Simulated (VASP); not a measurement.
Runs of VASP 6.6.1 on CaBe2O3. The structure is that of space group P-6m2 (No. 187), or close to it. The cells are those of the table. 

```csv
task,spin,cell,k mesh,cutoff (eV),gap on the mesh (eV),pressure (GPa),moment (μB),relaxed volume (Å³/atom),largest force (eV/Å)
relaxation of cell and atoms,off,"relaxed from a = 3.595, b = 3.595, c = 7.582 Å, angles 90.0, 90.0, 120.0°, 6 atoms",12 × 12 × 6,600,none,0.0,-,(b),-
single point,"collinear, ferromagnetic start","a = 3.364, b = 3.364, c = 6.617 Å, angles 90.0, 90.0, 120.0°, 6 atoms",6 × 6 × 4,520,none,29.2,(c),-,4.52
relaxation of cell and atoms,off,"relaxed from a = 3.364, b = 3.364, c = 6.617 Å, angles 90.0, 90.0, 120.0°, 6 atoms",6 × 6 × 4,600,none,0.0,-,14.12,0.02
single point,"collinear, ferromagnetic start","a = 3.595, b = 3.595, c = 7.582 Å, angles 90.0, 90.0, 120.0°, 6 atoms",6 × 6 × 2,520,none,0.4,0.00,-,0.03
single point,off,"a = 3.598, b = 3.598, c = 7.642 Å, angles 90.0, 90.0, 120.0°, 6 atoms",12 × 12 × 6,520,none,0.2,-,-,-
single point,off,"a = 3.364, b = 3.364, c = 6.617 Å, angles 90.0, 90.0, 120.0°, 6 atoms",6 × 6 × 4,520,none,29.0,-,-,(a)
single point,off,"a = 3.595, b = 3.595, c = 7.582 Å, angles 90.0, 90.0, 120.0°, 6 atoms",6 × 6 × 4,520,none,0.3,-,-,0.03
```

Alike in all rows: level PBE; potentials or basis VASP PAW PBE potentials, release 64 (Ca_sv, Be, O); smearing gaussian 0.1 eV.

Q: Estimate the missing entries.

A: (a) 4.49; (b) 14.20; (c) 0.99.

Caveats: some runs use coarse meshes; forces of over 1 eV/Å act on the atoms, so gaps and moduli don't describe the material at rest (some runs); the volume moved by over 15 % at a fixed basis, so the end points are rough (some runs).

A gap of «none» marks levels without a gap at the run's occupations.
